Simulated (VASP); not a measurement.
# KCl (Pm-3m) in VASP: further runs

KCl is run at these levels: r2SCAN; tasks: G0W0 quasiparticle levels.

Everything below comes from runs of VASP 6.6.1. Logs are shortened: lines on timing, memory, paths and dates and some standing lists are left out, and cuts for length are marked.

### 1 The cell of the first run

Symmetry: Pm-3m, No. 221, cubic system. The conventional cell has a = 3.771 Å, b = 3.771 Å, c = 3.771 Å, α = 90.00°, β = 90.00°, γ = 90.00°. Within 4.3 Å of K (site symmetry m-3m) lie 8 Cl at 3.27 Å and 6 K at 3.77 Å. Within 4.3 Å of Cl (site symmetry m-3m) lie 8 K at 3.27 Å and 6 Cl at 3.77 Å.

### 2 G0W0 quasiparticle levels, r2SCAN

POSCAR

```
KCl
1.0
    3.7711682852      0.0000000000      0.0000000000
    0.0000000000      3.7711682852      0.0000000000
    0.0000000000      0.0000000000      3.7711682852
K Cl
1 1
Direct
    0.0000000000      0.0000000000      0.0000000000
    0.5000000000      0.5000000000      0.5000000000
```

INCAR.step1

```
  ALGO = Normal
  EDIFF = 1E-8
  ENCUT = 500
  ISMEAR = 0
  LASPH = True
  LCHARG = False
  LMIXTAU = True
  LREAL = False
  LWAVE = True
  METAGGA = R2SCAN
  NELM = 80
  PREC = Accurate
  SIGMA = 0.01
```

INCAR.step2

```
  ALGO = Exact
  EDIFF = 1E-8
  ENCUT = 500
  ISMEAR = 0
  ISTART = 1
  LASPH = True
  LCHARG = False
  LMIXTAU = True
  LOPTICS = True
  LREAL = False
  LWAVE = True
  METAGGA = R2SCAN
  NBANDS = 95
  NELM = 1
  PREC = Accurate
  SIGMA = 0.01
```

INCAR.step3

```
  ALGO = EVGW0
  EDIFF = 1E-8
  ENCUT = 500
  ENCUTGW = 80.0
  ISMEAR = 0
  ISTART = 1
  LASPH = True
  LCHARG = False
  LMIXTAU = True
  LREAL = False
  LWAVE = False
  METAGGA = R2SCAN
  NBANDS = 95
  NBANDSGW = 16
  NELMGW = 1
  NOMEGA = 96
  OMEGAMAX = 20
  PREC = Accurate
  PRECFOCK = Fast
  SIGMA = 0.01
```

KPOINTS

```
k-points
0
Gamma
  4 4 4
```

Potentials or basis: VASP PAW PBE potentials, release 64 (K_sv_GW, Cl_GW).

Run with:

```
cat potpaw_PBE.64/K_sv_GW/POTCAR potpaw_PBE.64/Cl_GW/POTCAR > POTCAR
cp INCAR.step1 INCAR
mpirun -np 1 vasp_std > vasp.out
cp INCAR.step2 INCAR
mpirun -np 1 vasp_std > vasp.out
cp INCAR.step3 INCAR
mpirun -np 1 vasp_std > vasp.out
```

OUTCAR:

```text
EDIFF = 1E-8
   ENCUT = 500
   ENCUTGW = 80.0
   ISMEAR = 0
   ISTART = 1
   LASPH = True
   LREAL = False
   METAGGA = R2SCAN
   NELMGW = 1
   PREC = Accurate
   PRECFOCK = Fast

 ion  position               nearest neighbor table
   1  0.000  0.000  0.000-
   2  0.500  0.500  0.500-

  LATTYP: Found a simple cubic cell.
 ALAT       =     3.7711682852

  Lattice vectors:

 A1 = (   3.7711682852,   0.0000000000,   0.0000000000)
 A2 = (   0.0000000000,   3.7711682852,   0.0000000000)
 A3 = (   0.0000000000,   0.0000000000,   3.7711682852)

Analysis of symmetry for initial positions (statically):
=====================================================================
 Subroutine PRICEL returns:
 Original cell was already a primitive cell.

 Routine SETGRP: Setting up the symmetry group for a
 simple cubic supercell.

 Subroutine GETGRP returns: Found 48 space group operations
 (whereof 48 operations were pure point group operations)
 out of a pool of 48 trial point group operations.

The static configuration has the point symmetry O_h .

Analysis of symmetry for dynamics (positions and initial velocities):
=====================================================================
 Subroutine PRICEL returns:
 Original cell was already a primitive cell.

 Routine SETGRP: Setting up the symmetry group for a
 simple cubic supercell.

 Subroutine GETGRP returns: Found 48 space group operations
 (whereof 48 operations were pure point group operations)
 out of a pool of 48 trial point group operations.

The dynamic configuration has the point symmetry O_h .

 Subroutine INISYM returns: Found 48 space group operations
 (whereof 48 operations are pure point group operations),
 and found     1 'primitive' translations

----------------------------------------------------------------------------------------

                                     Primitive cell

  volume of cell :      53.6325

  direct lattice vectors                    reciprocal lattice vectors
     3.771168285  0.000000000  0.000000000     0.265169816  0.000000000  0.000000000
     0.000000000  3.771168285  0.000000000     0.000000000  0.265169816  0.000000000
     0.000000000  0.000000000  3.771168285     0.000000000  0.000000000  0.265169816

  length of vectors
     3.771168285  3.771168285  3.771168285     0.265169816  0.265169816  0.265169816

  position of ions in fractional coordinates (direct lattice)
     0.000000000  0.000000000  0.000000000
     0.500000000  0.500000000  0.500000000

  ion indices of the primitive-cell ions
   primitive index   ion index
                 1           1
                 2           2

----------------------------------------------------------------------------------------

 KPOINTS: k-points

Automatic generation of k-mesh.
 Grid dimensions read from file:
 generate k-points for:    4    4    4

 Generating k-lattice:

  Cartesian coordinates                     Fractional coordinates (reciprocal lattice)
     0.066292454  0.000000000  0.000000000     0.250000000  0.000000000  0.000000000
     0.000000000  0.066292454  0.000000000     0.000000000  0.250000000  0.000000000
     0.000000000  0.000000000  0.066292454     0.000000000  0.000000000  0.250000000

  Length of vectors
     0.066292454  0.066292454  0.066292454

  Shift w.r.t. Gamma in fractional coordinates (k-lattice)
     0.000000000  0.000000000  0.000000000

 Subroutine IBZKPT returns following result:
 ===========================================

 Found     10 irreducible k-points:

 Following reciprocal coordinates:
            Coordinates               Weight
  0.000000  0.000000  0.000000      1.000000
  0.250000  0.000000  0.000000      6.000000
  0.500000  0.000000  0.000000      3.000000
  0.250000  0.250000  0.000000     12.000000
  0.500000  0.250000  0.000000     12.000000
  0.500000  0.500000  0.000000      3.000000
  0.250000  0.250000  0.250000      8.000000
  0.500000  0.250000  0.250000     12.000000
  0.500000  0.500000  0.250000      6.000000
  0.500000  0.500000  0.500000      1.000000
   k-points           NKPTS =     10   k-points in BZ     NKDIM =     64   number of bands    NBANDS=     95
   number of dos      NEDOS =    301   number of ions     NIONS =      2
   total plane-waves  NPLWV =  21952
   dimension x,y,z NGX =    28 NGY =   28 NGZ =   28
   dimension x,y,z NGXF=    56 NGYF=   56 NGZF=   56
   ions per type =               1   1
   NGX,Y,Z   is equivalent  to a cutoff of  12.34, 12.34, 12.34 a.u.
   NGXF,Y,Z  is equivalent  to a cutoff of  24.69, 24.69, 24.69 a.u.
 SYSTEM =  unknown system
   PREC   = accura    normal or accurate (medium, high low for compatibility)
   ISTART =      1    job   : 0-new  1-cont  2-samecut
   ICHARG =      0    charge: 1-file 2-atom 10-const
   ISPIN  =      1    spin polarized calculation?
   LNONCOLLINEAR =      F non collinear calculations
   LSORBIT =      F    spin-orbit coupling
   LASPH  =      T    aspherical Exc in radial PAW
   ENCUT  =  500.0 eV  36.75 Ry    6.06 a.u.   6.88  6.88  6.88*2*pi/ulx,y,z
   NELM   =     60;   NELMIN=  2; NELMDL=  0     # of ELM steps
   EDIFF  = 0.1E-07   stopping-criterion for ELM
   LREAL  =      F    real-space projection
   EDIFFG = 0.1E-06   stopping-criterion for IOM
   NSW    =      0    number of steps for IOM
   IBRION =     -1    ionic relax: 0-MD 1-quasi-New 2-CG
   NFREE  =      0    steps in history (QN), initial steepest desc. (CG)
   ISIF   =      0    stress and relaxation
   ISYM   =      3    0-nonsym 1-usesym 2-fastsym
   POTIM  = 0.5000    time-step for ionic-motion
   TEBEG  =    0.0;   TEEND  =   0.0 temperature during run
   PSTRESS=    0.0 pullay stress
   NELECT =      16.0000    total number of electrons
   NUPDOWN=      -1.0000    fix difference up-down
   EMIN   =  10.00;   EMAX   =-10.00  energy-range for DOS
   EFERMI =   0.00;   METHOD = LEGACY
   ISMEAR =     0;   SIGMA  =   0.01  broadening in eV -4-tet -1-fermi 0-gaus
   EFERMI_NEDOS =   21; number of points for ismear=-14 and -15
   IALGO  =     38    algorithm
   IMIX   =      4    mixing-type and parameters
     AMIX     =   0.40;   BMIX     =  1.00
     AMIX_MAG =   1.60;   BMIX_MAG =  1.00
  volume/ion in A,a.u.               =      26.82       180.96
  Fermi-wavevector in a.u.,A,eV,Ry     =   1.093886  2.067146 16.280562  1.196588
  Thomas-Fermi vector in A             =   2.230181
   LORBIT       =      0    0 simple, 1 ext, 2 COOP (PROOUT), +10 PAW based schemes
   METAGGA = R2SCAN    functional components
   LHFCALC =     T    Hartree Fock is set to
   PRECFOCK=fast      Normal, Fast or Accurate (Low or Medium for compatibility)
   ENCUT4O =  -1.0   cutoff for four orbital integrals eV
   NKREDX  =     1    reduce k-point grid by
   NKREDY  =     1    reduce k-point grid by
   NKREDZ  =     1    reduce k-point grid by
   AEXX    =    1.0000 exact exchange contribution
   HFSCREEN=    0.0000 screening length (either q_TF or 0.3 A-1)
   HFSCREENC=   0.0000 screening length for correlation (either q_TF or 0.3 A-1)
   ENCUTFOCK=  -1.0 apply spherical cutoff to Coloumb kernel
   IVDW    =     0    specifies the selected vdW correction
   LEPSILON=     F    determine dielectric tensor
   LRPA    =     F    only Hartree local field effects (RPA)
   LRPAFORCE           =     F    calculate RPA forces
   ENCUTGW             =  80.0    cutoff for response function in eV
   ENCUTGWSOFT         =  64.0    soft cutoff for Coulomb kernel in GW response function in eV
   ENCUTLF             =  -1.0    cutoff for local field effects
   NELMGW              =     1    number of iterations in solving QP/BSE equation
   NELMHF              =     1    number of iterations in the inner HF iteration
   NKREDLFX            =     1    NKREDLFY  =   1   NKREDLFZ  =   1
 non-spin polarized calculation
 Gauss-broadening in eV      SIGMA  =   0.01
  energy-cutoff  :      500.00
  volume of cell :       53.63
 maximum number of plane-waves:      1406
 NGX is ok and might be reduce to    28
  NGX = 16; NGY = 16; NGZ = 16
   NGX = 13   NGY = 13   NGZ = 13
 maximum number of plane-waves:        96
 NGX is ok and might be reduce to    14

 QP shifts <psi_nk| G(iteration)W_0 |psi_nk>: iteration 1
 for sc-GW calculations column KS-energies equals QP-energies in previous step
 and V_xc(KS)=  KS-energies - (<T + V_ion + V_H > + <T+V_H+V_ion>^1  + <V_x>^1)

 k-point   1 :       0.0000    0.0000    0.0000
  band No.  KS-energies  QP-energies   sigma(KS)   V_xc(KS)     V^pw_x(r,r')   Z            occupation Imag(sigma)

      1     -28.6076     -29.9310     -21.9480     -19.8616     -30.6984       0.6343       2.0000       0.3469
      2     -12.7971     -13.4325     -16.8503     -16.0059     -24.2443       0.7524       2.0000       1.1682
      3     -11.2101     -13.7829     -21.6143     -18.5182     -24.7488       0.8310       2.0000       0.0609
      4     -11.2101     -13.7829     -21.6143     -18.5182     -24.7488       0.8310       2.0000       0.0609
      5     -11.2101     -13.7829     -21.6143     -18.5182     -24.7488       0.8310       2.0000       0.0609
      6       0.2209      -1.2087     -16.4423     -14.6986     -18.6975       0.8199       2.0000       0.0385
[... 8 lines left out ...]
     15      14.8167      17.1048      -8.7602     -11.5202      -5.2227       0.8290       0.0000      -0.0584
     16      14.8167      17.1048      -8.7602     -11.5202      -5.2227       0.8290       0.0000      -0.0584

 k-point   2 :       0.2500    0.0000    0.0000
  band No.  KS-energies  QP-energies   sigma(KS)   V_xc(KS)     V^pw_x(r,r')   Z            occupation Imag(sigma)

      1     -28.5958     -29.9214     -21.9621     -19.8774     -30.7111       0.6359       2.0000       0.3410
      2     -12.8683     -13.6856     -17.1592     -16.0663     -24.1848       0.7478       2.0000       1.0679
      3     -11.1916     -13.7629     -21.6436     -18.5506     -24.7732       0.8313       2.0000       0.0588
      4     -11.1916     -13.7629     -21.6436     -18.5506     -24.7732       0.8313       2.0000       0.0588
      5     -11.1538     -13.5078     -21.2576     -18.4025     -24.7359       0.8245       2.0000       0.1399
      6      -0.7233      -2.3083     -15.4528     -13.4968     -17.7033       0.8104       2.0000       0.0428
[... 8 lines left out ...]
     15      13.0036      14.6299      -7.5296      -9.4505      -4.1664       0.8466       0.0000      -0.0521
     16      15.0501      16.5260      -8.0970      -9.8862      -4.4338       0.8249       0.0000      -0.0754

 k-point   3 :       0.5000    0.0000    0.0000
  band No.  KS-energies  QP-energies   sigma(KS)   V_xc(KS)     V^pw_x(r,r')   Z            occupation Imag(sigma)

      1     -28.5842     -29.9100     -21.9764     -19.8936     -30.7241       0.6366       2.0000       0.3351
      2     -12.9458     -13.9283     -17.4278     -16.0991     -24.1114       0.7394       2.0000       0.9698
      3     -11.1732     -13.7437     -21.6732     -18.5837     -24.7980       0.8320       2.0000       0.0563
      4     -11.1732     -13.7437     -21.6732     -18.5837     -24.7980       0.8320       2.0000       0.0563
      5     -11.0825     -13.2366     -20.9719     -18.3399     -24.7600       0.8184       2.0000       0.2080
      6      -1.4644      -3.1758     -14.9374     -12.8140     -17.2714       0.8060       2.0000       0.0503
[... 114 lines left out ...]
      1     -28.5524     -29.8919     -22.0204     -19.9343     -30.7569       0.6421       2.0000       0.3404
      2     -12.4086     -13.0939     -17.1861     -16.3742     -24.4841       0.8442       2.0000       1.1669
      3     -11.4369     -14.0362     -21.3059     -18.1678     -24.4445       0.8283       2.0000       0.0660
      4     -11.4369     -14.0362     -21.3059     -18.1678     -24.4445       0.8283       2.0000       0.0660
      5     -11.2768     -13.8725     -21.5345     -18.4257     -24.6580       0.8350       2.0000       0.0577
      6      -0.9380      -2.5531     -15.5993     -13.6067     -17.9515       0.8105       2.0000       0.0459
[... 8 lines left out ...]
     15      13.5155      16.8523     -10.0182     -13.9948      -6.5275       0.8391       0.0000      -0.0654
     16      13.8196      16.6240      -9.5074     -12.9058      -5.9773       0.8252       0.0000      -0.0632

 k-point  10 :       0.5000    0.5000    0.5000
  band No.  KS-energies  QP-energies   sigma(KS)   V_xc(KS)     V^pw_x(r,r')   Z            occupation Imag(sigma)

      1     -28.5423     -29.8862     -22.0353     -19.9474     -30.7677       0.6437       2.0000       0.3414
      2     -12.3237     -13.0280     -17.2519     -16.4606     -24.5427       0.8900       2.0000       1.1801
      3     -11.4039     -14.0044     -21.3669     -18.2363     -24.4920       0.8306       2.0000       0.0589
      4     -11.4039     -14.0044     -21.3669     -18.2363     -24.4920       0.8306       2.0000       0.0589
      5     -11.4039     -14.0044     -21.3669     -18.2363     -24.4920       0.8306       2.0000       0.0589
      6      -1.0182      -2.6382     -15.4042     -13.3983     -17.7474       0.8077       2.0000       0.0466
[... 8 lines left out ...]
     15      13.5697      16.9377     -10.0702     -14.0835      -6.5735       0.8392       0.0000      -0.0656
     16      13.5697      16.9377     -10.0702     -14.0835      -6.5735       0.8392       0.0000      -0.0656
```

Run time: 1.9 min. Hardware: 1 thread of Intel Xeon 6975P-C (Granite Rapids), shared host; peak memory 0.67 GiB.

What came out:

```yaml
Quasiparticle_gap: 7.80 eV
Least_direct_quasiparticle_gap: 8.06 eV
Band_gap_of_the_starting_levels_on_the_mesh: 5.81 eV
Least_direct_gap_of_the_starting_levels_on_the_mesh: 6.03 eV
```

Caveat: the k points lie up to 0.42 Å⁻¹ apart; bands, screening cutoff and mesh are small and nothing is extrapolated, so the quasiparticle values aren't converged; the structure was generated, so it needn't be the stable form of KCl.

(Continued in part 2 of 2.)
